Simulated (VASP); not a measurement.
Crystal: MgO.

```xyz
2
Lattice="0.0000 2.1267 2.1267 2.1267 0.0000 2.1267 2.1267 2.1267 0.0000" Properties=species:S:1:pos:R:3 pbc="T T T"
Mg    0.0000    0.0000    0.0000
O     2.1267    2.1267    2.1267
```

| Quantity | Value |
| --- | --- |
| Program | VASP 6.6.1 |
| Task | relaxation of cell and atoms |
| Functional | r2SCAN |
| Potentials or basis | VASP PAW PBE potentials, release 64 (Mg, O) |
| Cutoff | 600 eV |
| k mesh | 10 × 10 × 10 |
| Occupations | fermi-dirac, width 0.02 eV |
| Spin | no spin polarisation |

At the start: pressure -6.7 GPa; volume 9.62 Å³/atom.

Task: Where does the relaxation end?

Result: Over 3 steps the energy falls by 8.9 meV/atom and the volume is 9.21 Å³/atom (-4.2 %); space group Fm-3m (No. 225, to 0.05 Å).

Step by step:
```
step  energy change (eV)  largest force (eV/Å)  pressure (GPa)  volume (Å³)
   1              0.0000                0.0000           -6.73        19.24
   2             -0.0152                0.0000            2.81        18.13
   3             -0.0177                0.0000            0.02        18.42
```

Final structure:
```
Mg O
1.0
     0.00000    2.09631    2.09631
     2.09631    0.00000    2.09631
     2.09631    2.09631    0.00000
Mg O
1 1
Cartesian
  0.0000 0.0000 0.0000
  2.0963 2.0963 2.0963
```

Caveat: the PAW data sets were made with another functional, which shifts forces and pressure a little.
